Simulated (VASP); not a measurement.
Si4C:

```
Si C
1.0
     3.57410    0.00000    0.00000
    -1.78705    3.09526    0.00000
     0.00000    0.00000   13.30555
Si C
8 2
Direct
  0.33333 0.66667 0.80000
  0.33333 0.66667 0.00000
  0.33333 0.66667 0.20000
  0.66667 0.33333 0.70000
  0.66667 0.33333 0.90000
  0.66667 0.33333 0.10000
  0.66667 0.33333 0.30000
  0.66667 0.33333 0.50000
  0.33333 0.66667 0.60000
  0.33333 0.66667 0.40000
```

```yaml
Program: VASP 6.6.1
Task: relaxation of cell and atoms
Functional: PBE
Potentials_or_basis: VASP PAW PBE potentials, release 64 (Si, C)
Cutoff: 600 eV
k_mesh: 6 × 6 × 2
Occupations: gaussian, width 0.1 eV
Spin: no spin polarisation
```

At the start: pressure -3.6 GPa; volume 14.72 Å³/atom.

Where does the relaxation end?

Over 76 steps the energy falls by 748.5 meV/atom and the volume is 14.41 Å³/atom (-2.1 %); space group P-6m2 (No. 187, to 0.05 Å).

Step by step:
```tsv
step	energy change (eV)	largest force (eV/Å)	pressure (GPa)	volume (Å³)
1	0.0000	1.5732	-3.59	147.20
3	-1.8925	1.6845	18.20	119.23
5	-2.5838	1.6413	17.80	118.00
7	-3.7607	1.3055	14.18	119.09
9	-4.3148	1.2982	-0.54	130.58
11	-4.4920	0.4100	-0.33	132.07
13	-4.5145	0.3684	-0.11	132.91
15	-4.5882	0.2729	-0.05	133.59
17	-4.5979	0.2063	-0.14	133.65
19	-4.6120	0.1816	-0.45	133.62
21	-4.6162	0.0841	0.40	132.92
23	-4.6209	0.1392	-0.15	134.11
25	-4.6311	0.1359	-0.07	134.73
27	-4.7004	0.1270	0.51	137.52
29	-4.7148	0.1372	1.35	140.25
31	-4.7171	0.1428	1.12	139.51
33	-4.7248	0.1387	0.79	140.70
35	-4.7532	0.2427	-0.70	146.10
37	-4.7662	0.2771	-1.31	148.62
39	-4.8789	0.9545	-4.01	156.36
41	-5.0087	1.4191	-6.63	161.22
43	-5.0726	1.3677	-8.82	164.97
45	-5.0788	1.3087	-9.14	165.53
47	-5.0813	1.2303	-9.48	166.10
49	-5.1006	1.2280	-9.44	165.92
51	-5.1862	1.2096	-9.26	165.09
53	-5.5027	1.0460	-8.46	161.80
55	-5.7584	2.6333	-2.35	149.10
57	-5.9626	0.8119	-5.12	153.20
59	-6.3161	1.0482	-0.90	146.64
61	-6.4039	1.6233	3.15	141.70
63	-6.8170	1.0817	2.10	141.15
65	-7.3878	0.9177	1.31	142.34
67	-7.4478	0.3883	0.21	143.66
69	-7.4746	0.2287	0.03	144.07
71	-7.4811	0.0771	-0.03	144.27
73	-7.4834	0.0962	-0.05	144.24
75	-7.4844	0.0440	-0.03	144.14
76	-7.4846	0.0203	0.02	144.06
```

Final structure:
```
Si C
1.0
     3.22850    0.00000    0.00000
    -1.61425    2.79596    0.00000
     0.00000    0.00000   15.95961
Si C
8 2
Direct
  0.33333 0.66667 0.80419
  0.33333 0.66667 0.00000
  0.33333 0.66667 0.19581
  0.66667 0.33333 0.64805
  0.66667 0.33333 0.89339
  0.66667 0.33333 0.10661
  0.66667 0.33333 0.35195
  0.66667 0.33333 0.50000
  0.33333 0.66667 0.68431
  0.33333 0.66667 0.31569
```
